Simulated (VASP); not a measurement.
**Si7P: single point with PBE**

Si7P:

```
Si P
1.0
     3.79287    0.00000    0.00000
    -1.89643    3.28472    0.00000
     0.00000    0.00000   27.41046
Si P
14 2
Direct
  0.00000 0.00000 0.30536
  0.00000 0.00000 0.39121
  0.66667 0.33333 0.27559
  0.33333 0.66667 0.15937
  0.66667 0.33333 0.18925
  0.00000 0.00000 0.69464
  0.00000 0.00000 0.60879
  0.33333 0.66667 0.72441
  0.66667 0.33333 0.84063
  0.33333 0.66667 0.81075
  0.00000 0.00000 0.04315
  0.00000 0.00000 0.95685
  0.33333 0.66667 0.07306
  0.66667 0.33333 0.92694
  0.33333 0.66667 0.42512
  0.66667 0.33333 0.57488
```

```json
{
  "Program": "VASP 6.6.1",
  "Task": "single point",
  "Functional": "PBE",
  "Potentials or basis": "VASP PAW PBE potentials, release 64 (Si, P)",
  "Cutoff": "520 eV",
  "k mesh": "12 × 12 × 1",
  "Occupations": "gaussian, width 0.02 eV",
  "Spin": "no spin polarisation"
}
```

```yaml
Pressure: -0.1 GPa
Largest_force: 0.008 eV/Å
Band_gap_on_the_k_mesh: 0.63 eV (least direct gap 0.94 eV)
```

Forces on the atoms (eV/Å):
```
Si   0.000  0.000 -0.008
Si   0.000  0.000  0.006
Si   0.000  0.000  0.000
Si   0.000  0.000  0.003
Si   0.000  0.000 -0.004
Si   0.000  0.000  0.008
Si   0.000  0.000 -0.006
Si   0.000  0.000  0.000
Si   0.000  0.000 -0.003
Si   0.000  0.000  0.004
Si   0.000  0.000  0.003
Si   0.000  0.000 -0.003
Si   0.000  0.000 -0.003
Si   0.000  0.000  0.003
P    0.000  0.000 -0.007
P    0.000  0.000  0.007
```

Levels at points of the mesh, in eV from the valence-band top:
| k point | band 29 | band 30 | band 31 | band 32 | band 33 | band 34 | band 35 | band 36 | band 37 | band 38 |
| --- | --- | --- | --- | --- | --- | --- | --- | --- | --- | --- |
| (0.00, 0.00, 0.00) | -0.36 | -0.22 | -0.22 | 0.00 | 0.00 | 0.94 | 0.97 | 1.91 | 2.04 | 2.23 |
| (0.50, 0.00, 0.00) | -1.89 | -1.56 | -1.49 | -1.30 | -1.13 | 0.70 | 0.78 | 0.85 | 0.94 | 1.17 |

It took 8.6 min on 1 thread of Intel(R) Xeon(R) Platinum 8488C (Sapphire Rapids) (shared host), peak memory 0.48 GiB.

Caveat: an odd mesh through Γ misses points on the zone boundary, where band edges can lie; this functional lacks dispersion, which binds the layers, so the pressure and a relaxed spacing across them are unreliable.
